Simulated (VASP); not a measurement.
# AsIr (Pm-3m) in VASP: a series of runs

The runs below take AsIr through single point, relaxation of cell and atoms, with PBE.

Everything below comes from runs of VASP 6.6.1. Logs are shortened: lines on timing, memory, paths and dates and some standing lists are left out, and cuts for length are marked.

## (1) The cell of the first run

Symmetry: Pm-3m, No. 221, cubic system. Conventional cell: a = 3.146 Å, b = 3.146 Å, c = 3.146 Å, α = 90.00°, β = 90.00°, γ = 90.00°. As (site symmetry m-3m) has 8 Ir at 2.72 Å and 6 As at 3.15 Å within 3.6 Å. Within 3.6 Å of Ir (site symmetry m-3m) lie 8 As at 2.72 Å and 6 Ir at 3.15 Å.

## (2) Single point, PBE

INCAR

```
ALGO     = Normal         # electronic algorithm
EDIFF    = 1E-6           # SCF threshold, eV
ENCUT    = 520            # plane-wave cutoff, eV
GGA      = PE             # functional
ISIF     = 2              # what is computed and relaxed
ISMEAR   = 0              # smearing method
LASPH    = T              # aspherical terms in the spheres
LCHARG   = T              # write CHGCAR
LELF     = T              # ELF
LREAL    = F              # projectors in reciprocal space
LVHAR    = T            
LWAVE    = F              # write WAVECAR
NBANDS   = 14             # bands
NELM     = 100            # most SCF steps
PREC     = Accurate       # precision mode
SIGMA    = 0.1            # smearing width, eV
```

KPOINTS

```
k-points
0
Gamma
  6 6 6
```

POSCAR

```
AsIr
1.0
    3.1461460227      0.0000000000      0.0000000000
    0.0000000000      3.1461460227      0.0000000000
    0.0000000000      0.0000000000      3.1461460227
As Ir
1 1
Direct
    0.0000000000      0.0000000000      0.0000000000
    0.5000000000      0.5000000000      0.5000000000
```

Potentials or basis: VASP PAW PBE potentials, release 64 (As, Ir).

Launch:

```bash
> cat potpaw_PBE.64/As/POTCAR potpaw_PBE.64/Ir/POTCAR > POTCAR
> mpirun -np 1 vasp_std > vasp.out
```

OUTCAR:

```text
EDIFF = 1E-6
   ENCUT = 520
   GGA = PE
   ISIF = 2
   ISMEAR = 0
   LASPH = T
   LREAL = F
   NELM = 100
   PREC = Accurate

 ion  position               nearest neighbor table
   1  0.000  0.000  0.000-   2 2.72   2 2.72   2 2.72   2 2.72   2 2.72   2 2.72   2 2.72   2 2.72

   2  0.500  0.500  0.500-   1 2.72   1 2.72   1 2.72   1 2.72   1 2.72   1 2.72   1 2.72   1 2.72

  LATTYP: Found a simple cubic cell.
 ALAT       =     3.1461460227

  Lattice vectors:

 A1 = (   3.1461460227,   0.0000000000,   0.0000000000)
 A2 = (   0.0000000000,   3.1461460227,   0.0000000000)
 A3 = (   0.0000000000,   0.0000000000,   3.1461460227)

Analysis of symmetry for initial positions (statically):
=====================================================================
 Subroutine PRICEL returns:
 Original cell was already a primitive cell.

 Routine SETGRP: Setting up the symmetry group for a
 simple cubic supercell.

 Subroutine GETGRP returns: Found 48 space group operations
 (whereof 48 operations were pure point group operations)
 out of a pool of 48 trial point group operations.

The static configuration has the point symmetry O_h .

Analysis of symmetry for dynamics (positions and initial velocities):
=====================================================================
 Subroutine PRICEL returns:
 Original cell was already a primitive cell.

 Routine SETGRP: Setting up the symmetry group for a
 simple cubic supercell.

 Subroutine GETGRP returns: Found 48 space group operations
 (whereof 48 operations were pure point group operations)
 out of a pool of 48 trial point group operations.

The dynamic configuration has the point symmetry O_h .

 Subroutine INISYM returns: Found 48 space group operations
 (whereof 48 operations are pure point group operations),
 and found     1 'primitive' translations

----------------------------------------------------------------------------------------

                                     Primitive cell

  volume of cell :      31.1413

  direct lattice vectors                    reciprocal lattice vectors
     3.146146023  0.000000000  0.000000000     0.317849201  0.000000000  0.000000000
     0.000000000  3.146146023  0.000000000     0.000000000  0.317849201  0.000000000
     0.000000000  0.000000000  3.146146023     0.000000000  0.000000000  0.317849201

  length of vectors
[... 84 lines left out ...]
   ISYM   =      2    0-nonsym 1-usesym 2-fastsym
   POTIM  = 0.5000    time-step for ionic-motion
   TEBEG  =    0.0;   TEEND  =   0.0 temperature during run
   PSTRESS=    0.0 pullay stress
   NELECT =      14.0000    total number of electrons
   NUPDOWN=      -1.0000    fix difference up-down
   EMIN   =  10.00;   EMAX   =-10.00  energy-range for DOS
   EFERMI =   0.00;   METHOD = LEGACY
   ISMEAR =     0;   SIGMA  =   0.10  broadening in eV -4-tet -1-fermi 0-gaus
   EFERMI_NEDOS =   21; number of points for ismear=-14 and -15
   IALGO  =     38    algorithm
   IMIX   =      4    mixing-type and parameters
     AMIX     =   0.40;   BMIX     =  1.00
     AMIX_MAG =   1.60;   BMIX_MAG =  1.00
  volume/ion in A,a.u.               =      15.57       105.08
  Fermi-wavevector in a.u.,A,eV,Ry     =   1.254119  2.369941 21.399429  1.572814
  Thomas-Fermi vector in A             =   2.387939
   LORBIT       =      0    0 simple, 1 ext, 2 COOP (PROOUT), +10 PAW based schemes
   GGA     = PE    functional components
   LHFCALC =     F    Hartree Fock is set to
   AEXX    =    0.0000 exact exchange contribution
   IVDW    =     0    specifies the selected vdW correction
   LEPSILON=     F    determine dielectric tensor
   LRPA    =     F    only Hartree local field effects (RPA)
 non-spin polarized calculation
 Gauss-broadening in eV      SIGMA  =   0.10
  energy-cutoff  :      520.00
  volume of cell :       31.14
 maximum number of plane-waves:       848
 NGX is ok and might be reduce to    24
   NGX = 11   NGY = 11   NGZ = 11

 number of electron      13.9999998 magnetization

 Free energy of the ion-electron system (eV)
  ---------------------------------------------------
  ext. energy  EPLUGINS =         0.00000000
  ---------------------------------------------------
  free energy    TOTEN  =       -12.95581059 eV

  energy without entropy =      -12.93774810  energy(sigma->0) =      -12.94677935

 E-fermi :   8.8586     XC(G=0): -12.5298

 val. band max:        8.8204337532   @ k =   0.5000   0.5000   0.5000
 cond. band min:       8.8836773155   @ k =   0.5000   0.1667   0.1667
 fundamental gap:      0.0632435624
 Fermi energy:         8.8585522487

 k-point     1 :       0.0000    0.0000    0.0000
  band No.  band energies     occupation
      1      -5.9370      2.00000
      2       4.2881      2.00000
      3       4.2881      2.00000
      4       7.4697      2.00000
      5       7.4697      2.00000
      6       7.4697      2.00000
      7       8.9379      0.26157
      8       8.9379      0.26157
      9       8.9379      0.26157
     10      11.8098      0.00000
     11      18.4441      0.00000
     12      18.4441      0.00000
     13      26.0185      0.00000
     14      26.0185      0.00000
[... 309 lines left out ...]
      1      -0.0579      2.00000
      2       1.8720      2.00000
      3       1.8720      2.00000
      4       1.8720      2.00000
      5       8.8204      1.41017
      6       8.8204      1.41017
      7      11.1068      0.00000
      8      11.1068      0.00000
      9      11.1068      0.00000
     10      12.8518      0.00000
     11      12.8518      0.00000
     12      12.8518      0.00000
     13      13.9709      0.00000
     14      32.1475      0.00000

------------------------ aborting loop because EDIFF is reached ----------------------------------------

  FORCE on cell =-STRESS in cart. coord.  units (eV):
  Direction    XX          YY          ZZ          XY          YZ          ZX
  --------------------------------------------------------------------------------------
  -------------------------------------------------------------------------------------
  Total        0.0758750      0.0758750      0.0758750      0.0000000      0.0000000     -0.0000000
  in kB        3.9036661      3.9036661      3.9036661      0.0000000      0.0000000     -0.0000000
  external PRESSURE =       3.9036661 kB  Pullay stress =       0.0000000 kB

 VOLUME and BASIS-vectors are now :
 -----------------------------------------------------------------------------
  energy-cutoff  :      520.00
  volume of cell :       31.14
      direct lattice vectors                 reciprocal lattice vectors
     3.146146023  0.000000000  0.000000000     0.317849201  0.000000000  0.000000000
     0.000000000  3.146146023  0.000000000     0.000000000  0.317849201  0.000000000
     0.000000000  0.000000000  3.146146023     0.000000000  0.000000000  0.317849201

 POSITION                                       TOTAL-FORCE (eV/Angst)
 -----------------------------------------------------------------------------------
      0.00000      0.00000      0.00000         0.000000      0.000000      0.000000
      1.57307      1.57307      1.57307         0.000000      0.000000      0.000000
 -----------------------------------------------------------------------------------
    total drift:                                0.000000     -0.000000     -0.000000

  FREE ENERGIE OF THE ION-ELECTRON SYSTEM (eV)
  ---------------------------------------------------
  free  energy   TOTEN  =       -12.9558105889 eV

  energy  without entropy=      -12.9377481012  energy(sigma->0) =      -12.94677935
```

OSZICAR:

```text
N       E                     dE             d eps       ncg     rms          rms(c)
DAV:   1     0.673907500180E+02    0.67391E+02   -0.63858E+03   560   0.933E+02
DAV:   2    -0.106901929840E+02   -0.78081E+02   -0.68625E+02   590   0.213E+02
DAV:   3    -0.133302258375E+02   -0.26400E+01   -0.26027E+01   722   0.394E+01
DAV:   4    -0.133539773741E+02   -0.23752E-01   -0.23739E-01   632   0.368E+00
DAV:   5    -0.133543851757E+02   -0.40780E-03   -0.40779E-03   704   0.516E-01    0.116E+01
DAV:   6    -0.130799518177E+02    0.27443E+00   -0.19399E+00   644   0.147E+01    0.586E+00
DAV:   7    -0.129802692209E+02    0.99683E-01   -0.39560E-01   722   0.651E+00    0.370E+00
DAV:   8    -0.129564311513E+02    0.23838E-01   -0.68845E-02   680   0.284E+00    0.518E-01
DAV:   9    -0.129559343211E+02    0.49683E-03   -0.13333E-03   662   0.379E-01    0.244E-01
DAV:  10    -0.129558080427E+02    0.12628E-03   -0.41062E-04   638   0.230E-01    0.259E-02
DAV:  11    -0.129558107840E+02   -0.27413E-05   -0.57564E-06   710   0.178E-02    0.914E-03
DAV:  12    -0.129558105889E+02    0.19505E-06   -0.32727E-07   352   0.674E-03
   1 F= -.12955811E+02 E0= -.12946779E+02  d E =-.180625E-01
```

Run time: 14 s. Hardware: 1 thread of Oxide Virtual Turin-like, shared host; peak memory 0.11 GiB.

What came out:

```yaml
Free_energy: -12.9558 eV
Pressure: 0.4 GPa
Band_gap_on_the_k_mesh: zero (band 7 reaches 11.11 eV, above the bottom of band 8 at 8.74 eV)
```

Caveat: spin-orbit coupling is left out, which moves the levels of the heavy elements.

## (3) Relaxation of cell and atoms, PBE

This run uses another cell than the first one, of 17.57 Å³/atom, 1.128 times its volume.

INCAR

```
SYSTEM = AsIr
PREC     = Accurate       ! precision mode
ENCUT    = 600            ! plane-wave cutoff, eV
EDIFF    = 1E-6           ! SCF threshold, eV
ISMEAR   = 0              ! smearing method
SIGMA    = 0.1            ! smearing width, eV
LREAL    = .FALSE.        ! projectors in reciprocal space
LASPH    = .TRUE.         ! aspherical terms in the spheres
NELM     = 100            ! most SCF steps
ALGO     = Normal         ! electronic algorithm
ISIF     = 3              ! what is computed and relaxed
LWAVE    = .FALSE.        ! write WAVECAR
LCHARG   = .FALSE.        ! write CHGCAR
GGA      = PE             ! functional
IBRION   = 2              ! ionic algorithm
NSW      = 90             ! ionic steps
EDIFFG   = -0.04          ! ionic threshold
```

KPOINTS

```
Automatic mesh
0
G
  6 6 6
  0 0 0
```

POSCAR

```
AsIr
1.0
    3.2751813312      0.0000000000      0.0000000000
    0.0000000000      3.2751813312      0.0000000000
    0.0000000000      0.0000000000      3.2751813312
As Ir
1 1
Direct
    0.0000000000      0.0000000000      0.0000000000
    0.5000000000      0.5000000000      0.5000000000
```

Potentials or basis: VASP PAW PBE potentials, release 64 (As, Ir).

Launch:

```bash
> cat potpaw_PBE.64/As/POTCAR potpaw_PBE.64/Ir/POTCAR > POTCAR
> mpirun -np 1 vasp_std > vasp.out
```

OUTCAR:

```text
SYSTEM = AsIr
   PREC = Accurate
   ENCUT = 600
   EDIFF = 1E-6
   ISMEAR = 0
   LREAL = .FALSE.
   LASPH = .TRUE.
   NELM = 100
   ISIF = 3
   GGA = PE
   IBRION = 2
   NSW = 90
   EDIFFG = -0.04

 ion  position               nearest neighbor table
   1  0.000  0.000  0.000-   2 2.84   2 2.84   2 2.84   2 2.84   2 2.84   2 2.84   2 2.84   2 2.84

   2  0.500  0.500  0.500-   1 2.84   1 2.84   1 2.84   1 2.84   1 2.84   1 2.84   1 2.84   1 2.84

  LATTYP: Found a simple cubic cell.
 ALAT       =     3.2751813312

  Lattice vectors:

 A1 = (   3.2751813312,   0.0000000000,   0.0000000000)
 A2 = (   0.0000000000,   3.2751813312,   0.0000000000)
 A3 = (   0.0000000000,   0.0000000000,   3.2751813312)

Analysis of symmetry for initial positions (statically):
=====================================================================
 Subroutine PRICEL returns:
 Original cell was already a primitive cell.

 Routine SETGRP: Setting up the symmetry group for a
 simple cubic supercell.

 Subroutine GETGRP returns: Found 48 space group operations
 (whereof 48 operations were pure point group operations)
 out of a pool of 48 trial point group operations.

The static configuration has the point symmetry O_h .

Analysis of symmetry for dynamics (positions and initial velocities):
=====================================================================
 Subroutine PRICEL returns:
 Original cell was already a primitive cell.

 Routine SETGRP: Setting up the symmetry group for a
 simple cubic supercell.

 Subroutine GETGRP returns: Found 48 space group operations
 (whereof 48 operations were pure point group operations)
 out of a pool of 48 trial point group operations.

The dynamic configuration has the point symmetry O_h .

 Subroutine INISYM returns: Found 48 space group operations
 (whereof 48 operations are pure point group operations),
[... 118 lines left out ...]
   AEXX    =    0.0000 exact exchange contribution
   IVDW    =     0    specifies the selected vdW correction
   LEPSILON=     F    determine dielectric tensor
   LRPA    =     F    only Hartree local field effects (RPA)
 conjugate gradient relaxation of ions
 non-spin polarized calculation
 Gauss-broadening in eV      SIGMA  =   0.10
  energy-cutoff  :      600.00
  volume of cell :       35.13
 maximum number of plane-waves:      1208
 NGX is ok and might be reduce to    28
   NGX = 13   NGY = 13   NGZ = 13

--------------------------------------- Ionic step        1  -------------------------------------------

 number of electron      13.9999998 magnetization

 Free energy of the ion-electron system (eV)
  ---------------------------------------------------
  ext. energy  EPLUGINS =         0.00000000
  ---------------------------------------------------
  free energy    TOTEN  =       -12.73773635 eV

  energy without entropy =      -12.71814276  energy(sigma->0) =      -12.72793955

------------------------ aborting loop because EDIFF is reached ----------------------------------------

  FORCE on cell =-STRESS in cart. coord.  units (eV):
  Direction    XX          YY          ZZ          XY          YZ          ZX
  --------------------------------------------------------------------------------------
  -------------------------------------------------------------------------------------
  Total       -3.5445757     -3.5445757     -3.5445757      0.0000000     -0.0000000     -0.0000000
  in kB     -161.6474252   -161.6474252   -161.6474252      0.0000000     -0.0000000     -0.0000000
  external PRESSURE =    -161.6474252 kB  Pullay stress =       0.0000000 kB
[... 23 lines left out ...]
--------------------------------------- Ionic step        2  -------------------------------------------

 number of electron      14.0000000 magnetization

 E-fermi :  11.2723     XC(G=0): -13.3140

 val. band max:       11.2674775006   @ k =   0.5000   0.1667   0.1667
 cond. band min:      11.3073950882   @ k =   0.5000   0.3333   0.1667
 fundamental gap:      0.0399175877
 Fermi energy:        11.2723110805

 k-point     1 :       0.0000    0.0000    0.0000
  band No.  band energies     occupation
      1      -5.2352      2.00000
      2       5.3949      2.00000
      3       5.3949      2.00000
      4       9.4500      2.00000
      5       9.4500      2.00000
      6       9.4500      2.00000
      7      11.1287      1.95772
      8      11.1287      1.95772
      9      11.1287      1.95772
     10      15.7139      0.00000
     11      21.2557      0.00000
[... 335 lines left out ...]
--------------------------------------- Ionic step        4  -------------------------------------------

 number of electron      14.0000000 magnetization

 Free energy of the ion-electron system (eV)
  ---------------------------------------------------
  ext. energy  EPLUGINS =         0.00000000
  ---------------------------------------------------
  free energy    TOTEN  =       -12.95620191 eV

  energy without entropy =      -12.93775703  energy(sigma->0) =      -12.94697947

 E-fermi :   8.8023     XC(G=0): -12.5108

 val. band max:        8.7655443949   @ k =   0.5000   0.5000   0.5000
 cond. band min:       8.8285429628   @ k =   0.5000   0.1667   0.1667
 fundamental gap:      0.0629985680
 Fermi energy:         8.8022766303

 k-point     1 :       0.0000    0.0000    0.0000
  band No.  band energies     occupation
      1      -5.9538      2.00000
      2       4.2615      2.00000
      3       4.2615      2.00000
      4       7.4237      2.00000
      5       7.4237      2.00000
      6       7.4237      2.00000
      7       8.8872      0.22971
      8       8.8872      0.22971
      9       8.8872      0.22971
     10      11.7208      0.00000
     11      18.3784      0.00000
[... 293 lines left out ...]
  FREE ENERGIE OF THE ION-ELECTRON SYSTEM (eV)
  ---------------------------------------------------
  free  energy   TOTEN  =       -12.9562019080 eV

  energy  without entropy=      -12.9377570341  energy(sigma->0) =      -12.94697947

 reached required accuracy - stopping structural energy minimisation
```

OSZICAR:

```text
N       E                     dE             d eps       ncg     rms          rms(c)
DAV:   1     0.810871240864E+02    0.81087E+02   -0.70138E+03   440   0.131E+03
DAV:   2    -0.870868108889E+01   -0.89796E+02   -0.82375E+02   440   0.267E+02
DAV:   3    -0.130327562598E+02   -0.43241E+01   -0.40343E+01   546   0.569E+01
[... 33 lines left out ...]
DAV:   1    -0.129575573857E+02   -0.17756E-02   -0.29745E-02   478   0.254E+00    0.270E-01
DAV:   2    -0.129567934618E+02    0.76392E-03   -0.96833E-03   580   0.123E+00    0.174E-01
DAV:   3    -0.129562403249E+02    0.55314E-03   -0.16069E-03   593   0.479E-01    0.608E-02
DAV:   4    -0.129562015990E+02    0.38726E-04   -0.18634E-04   463   0.125E-01    0.131E-02
DAV:   5    -0.129562019080E+02   -0.30900E-06   -0.34200E-06   468   0.166E-02
   4 F= -.12956202E+02 E0= -.12946979E+02  d E =-.218466E+00
```

Run time: 36 s. Hardware: 1 thread of Oxide Virtual Turin-like, shared host; peak memory 0.14 GiB.

Results:

```yaml
Free_energy: -12.9562 eV
Relaxed_volume: 15.63 Å³/atom
Relaxed_cell: a = 3.150 Å, b = 3.150 Å, c = 3.150 Å, α = 90.00°, β = 90.00°, γ = 90.00°
Space_group_after_relaxing_to_0.05_Å: Pm-3m (No. 221)
Energy_gained_by_relaxing: 109.2 meV/atom
Ionic_steps: 4
Pressure_after_relaxing: -0.2 GPa
Band_gap_on_the_k_mesh: zero (band 7 reaches 11.06 eV, above the bottom of band 8 at 8.68 eV)
```

Step by step:
```
step  energy change (eV)  largest force (eV/Å)  pressure (GPa)  volume (Å³)
   1              0.0000                0.0000          -16.16        35.13
   2              0.2579                0.0000           40.92        26.87
   3             -0.2180                0.0000           -0.89        31.37
   4             -0.2185                0.0000           -0.22        31.26
```

Final structure:
```xyz
2
Lattice="3.1500 0.0000 0.0000 0.0000 3.1500 0.0000 0.0000 0.0000 3.1500" Properties=species:S:1:pos:R:3 pbc="T T T"
As    0.0000    0.0000    0.0000
Ir    1.5750    1.5750    1.5750
```

Levels at points of the mesh, in eV from the Fermi level:
```csv
k point,band 4,band 5,band 6,band 7,band 8,band 9,band 10,band 11
"(0.00, 0.00, 0.00)",-1.38,-1.38,-1.38,0.08,0.08,0.08,2.92,9.58
"(0.50, 0.00, 0.00)",-3.77,-3.77,-1.21,-0.05,5.09,5.09,6.53,6.65
"(0.50, 0.50, 0.00)",-4.59,-2.52,-2.52,-0.31,-0.12,1.86,2.51,10.75
"(0.50, 0.50, 0.50)",-6.95,-0.04,-0.04,2.26,2.26,2.26,3.98,3.98
```

Caveat: spin-orbit coupling is left out, which moves the levels of the heavy elements.

[end of part 1 of 2]
